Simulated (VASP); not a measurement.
MgSiC2, 8 atoms in the cell. Symmetry: I-42d, No. 122, tetragonal system. The conventional cell has a = 5.048 Å, b = 5.048 Å, c = 8.908 Å, α = 90.00°, β = 90.00°, γ = 90.00°. C (site symmetry 2) has 2 Mg at 2.04 Å and 2 Si at 2.17 Å within 2.7 Å. Mg (site symmetry -4) has 4 C at 2.04 Å within 2.7 Å. Si (site symmetry -4) has 4 C at 2.17 Å within 2.9 Å. 

| Property | Result |
| --- | --- |
| Program | VASP 6.6.1 |
| Task | single point |
| Functional | PBE |
| Potentials or basis | VASP PAW PBE potentials, release 64 (C, Mg, Si) |
| Cutoff | 520 eV |
| k mesh | 8 × 8 × 8 |
| Occupations | fermi-dirac, width 0.1 eV |
| Spin | no spin polarisation |
| Dipole correction | no |
| Further INCAR settings | ALGO = Normal; EDIFF = 1e-06; NBANDS = 24 |

Potentials or basis: VASP PAW PBE potentials, release 64 (C, Mg, Si).

Launch:

```console
$ cat potpaw_PBE.64/C/POTCAR potpaw_PBE.64/Mg/POTCAR potpaw_PBE.64/Si/POTCAR > POTCAR
$ mpirun -np 1 vasp_std > vasp.out
```

Hardware: 1 thread of AMD EPYC 7R13 Processor (Zen 3), with other jobs on the host.

Task: Estimate the wall time of this run.

Result: It took 2.1 min on 1 thread of AMD EPYC 7R13 Processor (Zen 3), with other jobs on the host, peak memory 0.3 GiB. Counts: scf iterations 13, k points 59.
